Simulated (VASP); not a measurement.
Write the native input for VASP 6.6.1 that does the following.

```yaml
Task: relaxation of cell and atoms
Functional: PBE
Potentials_or_basis: VASP PAW PBE potentials, release 64 (Nb_sv, Pd, Se)
Cutoff: 600 eV
k_mesh: 8 × 8 × 6
Occupations: gaussian, width 0.1 eV
Spin: no spin polarisation
Dipole_correction: no
Further_INCAR_settings: ALGO = Normal; EDIFF = 1e-07; IBRION = 2; EDIFFG = -0.01; NSW = 100; ISIF = 3
```

The structure of NbPdSe3 lies in POSCAR:

```
NbPdSe3
1.0
    4.7721356956      0.0000000000      0.0000000000
    0.0000000000      4.7721356956      0.0000000000
    0.0000000000      0.0000000000      6.6292018080
Nb Pd Se
1 1 3
Direct
    0.0000000000      0.0000000000      0.7146636998
    0.5000000000      0.5000000000      0.6845612234
    0.0000000000      0.5000000000      0.5517209637
    0.0000000000      0.0000000000      0.0590241194
    0.5000000000      0.0000000000      0.5517209637
```

The input as run:

INCAR

```
SYSTEM = NbPdSe3
PREC     = Accurate       ! precision mode
ENCUT    = 600            ! plane-wave cutoff, eV
EDIFF    = 1E-7           ! SCF threshold, eV
ISMEAR   = 0              ! smearing method
SIGMA    = 0.1            ! smearing width, eV
LREAL    = .FALSE.        ! projectors in reciprocal space
LASPH    = .TRUE.         ! aspherical terms in the spheres
NELM     = 80             ! most SCF steps
ALGO     = Normal         ! electronic algorithm
ISIF     = 3              ! what is computed and relaxed
LWAVE    = .FALSE.        ! write WAVECAR
LCHARG   = .FALSE.        ! write CHGCAR
GGA      = PE             ! functional
IBRION   = 2              ! ionic algorithm
NSW      = 100            ! ionic steps
EDIFFG   = -0.01          ! ionic threshold
```

KPOINTS

```
Automatic mesh
0
G
  8 8 6
  0 0 0
```

Potentials or basis: VASP PAW PBE potentials, release 64 (Nb_sv, Pd, Se).

Run with:

```console
$ cat potpaw_PBE.64/Nb_sv/POTCAR potpaw_PBE.64/Pd/POTCAR potpaw_PBE.64/Se/POTCAR > POTCAR
$ mpirun -np 1 vasp_std > vasp.out
```

It gave:

The relaxed volume is 30.77 Å³/atom and the relaxed cell is a = 4.764 Å, b = 4.764 Å, c = 6.779 Å, α = 90.00°, β = 90.00°, γ = 90.00°. The space group after relaxing (to 0.05 Å) is P4mm (No. 99) and the energy gained by relaxing is 0.8 meV/atom. The ionic steps are 25. The pressure after relaxing is 0.0 GPa and the largest force after relaxing is 0.008 eV/Å.

It took 44 min on 1 thread of Intel(R) Xeon(R) 6975P-C (Granite Rapids), on a shared host, peak memory 0.5 GiB.
